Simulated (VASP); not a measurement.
Here is a VASP 6.6.1 calculation.

INCAR

```
SYSTEM = Pt
PREC = Accurate
ENCUT = 600
EDIFF = 1E-6
ISMEAR = -1
SIGMA = 0.1
LREAL = .FALSE.
LASPH = .TRUE.
NELM = 100
ALGO = Normal
ISIF = 3
LWAVE = .FALSE.
LCHARG = .FALSE.
GGA = PE
IBRION = 2
NSW = 60
EDIFFG = -0.005
PSTRESS = 410.0
```

File KPOINTS:

```
regular mesh
0
G
  17 17 17
  0 0 0
```

Contents of POSCAR:

```
Pt
1.0
   -2.3461301285      2.3461301285      1.2903715707
    2.3461301285     -2.3461301285      1.2903715707
    2.3461301285      2.3461301285     -1.2903715707
Pt
2
Direct
   -0.3750000000     -0.1250000000     -0.2500000000
    0.3750000000      0.1250000000      0.2500000000
```

Potentials or basis: VASP PAW PBE potentials, release 64 (Pt).

Command:

```bash
$ cat potpaw_PBE.64/Pt/POTCAR > POTCAR
$ mpirun -np 1 vasp_std > vasp.out
```

**Question.** Estimate the relaxed volume.

**Answer.** 14.93 Å³/atom.

**Question.** Estimate the space group after relaxing (to 0.05 Å).

**Answer.** I4_1/amd (No. 141).

**Question.** Estimate the relaxed cell.

**Answer.** a = 3.637 Å, b = 3.637 Å, c = 3.637 Å, α = 97.24°, β = 97.24°, γ = 138.42°.

**Question.** What does it give for the band gap on the k mesh?

**Answer.** Zero (band 10 reaches 12.53 eV, above the bottom of band 11 at 10.30 eV).

Step by step:
| step | energy change (eV) | largest force (eV/Å) | pressure (GPa) | volume (Å³) |
| --- | --- | --- | --- | --- |
| 1 | 0.0000 | 0.0000 | 64.17 | 28.41 |
| 2 | -0.7670 | 0.0000 | -14.35 | 37.66 |
| 3 | -0.5651 | 0.0000 | 37.06 | 30.16 |
| 4 | -0.5170 | 0.0000 | 39.68 | 29.97 |
| 5 | -0.5089 | 0.0000 | 40.09 | 29.93 |
| 6 | -0.4438 | 0.0000 | 43.39 | 29.70 |
| 7 | -0.4898 | 0.0000 | 41.28 | 29.84 |
| 8 | -0.4893 | 0.0000 | 41.32 | 29.84 |
| 9 | -0.5119 | 0.0000 | 40.08 | 29.93 |
| 10 | -0.4947 | 0.0000 | 41.03 | 29.86 |
| 11 | -0.4950 | 0.0000 | 41.02 | 29.86 |
| 12 | -0.4952 | 0.0000 | 41.00 | 29.86 |
| 13 | -0.4957 | 0.0000 | 40.97 | 29.86 |
| 14 | -0.4955 | 0.0000 | 40.96 | 29.86 |
| 15 | -0.4953 | 0.0000 | 40.98 | 29.86 |

Caveat: the cell is relaxed towards a set pressure, so the enthalpy falls and the energy may rise; spin-orbit coupling is left out, which moves the levels of the heavy elements.
